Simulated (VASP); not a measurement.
A run of VASP 6.6.1 is set up as follows.

The input INCAR:

```
SYSTEM = Li3C8
PREC = Accurate
ENCUT = 520
EDIFF = 1E-7
ISMEAR = 0
SIGMA = 0.1
LREAL = .FALSE.
LASPH = .TRUE.
NELM = 100
ALGO = Normal
ISIF = 2
LWAVE = .FALSE.
LCHARG = .FALSE.
GGA = PE
NBANDS = 32
```

Contents of KPOINTS:

```
regular mesh
0
G
  6 6 8
  0 0 0
```

POSCAR

```
Li3C8
1.0
    5.0995257249      0.0000000000      0.0000000000
   -2.5497628625      4.4163188250      0.0000000000
    0.0000000000      0.0000000000      3.5686566378
Li C
3 8
Direct
    0.5000000000      0.5000000000      0.5000000000
    0.0000000000      0.5000000000      0.5000000000
    0.5000000000      0.0000000000      0.5000000000
    0.3333333333      0.6666666667      0.0000000000
    0.3315379106      0.1657689553      0.0000000000
    0.8342310447      0.6684620894      0.0000000000
    0.8342310447      0.1657689553      0.0000000000
    0.1657689553      0.8342310447      0.0000000000
    0.1657689553      0.3315379106      0.0000000000
    0.6684620894      0.8342310447      0.0000000000
    0.6666666667      0.3333333333      0.0000000000
```

Potentials or basis: VASP PAW PBE potentials, release 64 (Li_sv, C).

Run with:

```console
$ cat potpaw_PBE.64/Li_sv/POTCAR potpaw_PBE.64/C/POTCAR > POTCAR
$ mpirun -np 1 vasp_std > vasp.out
```

**Question.** Predict the band gap on the k mesh.

**Answer.** Zero (an odd number of electrons rules out a gap without spin polarisation).
